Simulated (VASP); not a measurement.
Input of a VASP 6.6.1 run:

Contents of INCAR:

```
SYSTEM = ZnS
PREC = Accurate
ENCUT = 520
EDIFF = 1E-6
ISMEAR = -1
SIGMA = 0.01
LREAL = .FALSE.
LASPH = .TRUE.
NELM = 100
ALGO = Normal
ISIF = 2
LWAVE = .FALSE.
LCHARG = .TRUE.
GGA = PS
LELF = .TRUE.
LVHAR = .TRUE.
NBANDS = 16
```

File KPOINTS:

```
Automatic mesh
0
G
  8 8 8
  0 0 0
```

The input POSCAR:

```
ZnS
1.0
    0.0000000000      2.7046500000      2.6776035000
    2.7046500000      0.0000000000      2.6776035000
    2.7046500000      2.7046500000      0.0000000000
Zn S
1 1
Direct
    0.0000000000      0.0000000000      0.0000000000
    0.7500000000      0.7500000000      0.7500000000
```

Potentials or basis: VASP PAW PBE potentials, release 64 (Zn, S).

Launch:

```console
$ cat potpaw_PBE.64/Zn/POTCAR potpaw_PBE.64/S/POTCAR > POTCAR
$ mpirun -np 1 vasp_std > vasp.out
```

(1) What does it give for the pressure?

(2) What does it give for the band gap on the k mesh?

## Answers

(1) -1.3 GPa.

(2) 1.98 eV, direct.

Caveat: the cell differs from its parent crystal (zz strain of -1 %); the PAW data sets were made with another functional, which shifts forces and pressure a little.
